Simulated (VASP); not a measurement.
# ZnO: single point with LDA

The system is ZnO.

```
Zn O
1.0
     0.00000    2.16944    2.16944
     2.16944    0.00000    2.16944
     2.16944    2.16944    0.00000
Zn O
1 1
Direct
  0.00000 0.00000 0.00000
  0.50000 0.50000 0.50000
```

```yaml
Program: VASP 6.6.1
Task: single point
Functional: LDA
Potentials_or_basis: VASP PAW LDA potentials, release 64 (Zn, O)
Cutoff: 600 eV
k_mesh: 8 × 8 × 8
Occupations: gaussian, width 0.1 eV
Spin: no spin polarisation
```

| Item | Value |
| --- | --- |
| Pressure | -14.2 GPa |
| Band gap on the k mesh | 0.68 eV, indirect (least direct gap 1.90 eV) |

Levels at points of the mesh, in eV from the valence-band top:
```
           k point  band 6  band 7  band 8  band 9  band 10  band 11  band 12  band 13
(0.00, 0.00, 0.00)   -4.70   -1.22   -1.22   -1.22     0.68    17.60    17.60    17.60
(0.50, 0.00, 0.00)   -4.50   -3.66    0.00    0.00     5.27     8.59    12.35    12.35
(0.50, 0.50, 0.00)   -4.40   -4.10   -2.60   -2.60     3.83    10.28    11.08    14.76
```

It took 21 s on 1 thread of Intel Xeon 8259CL, on a shared host, peak memory 0.14 GiB.

A k mesh can miss the band edges. As with any semilocal functional, this LDA gap is likely too small.
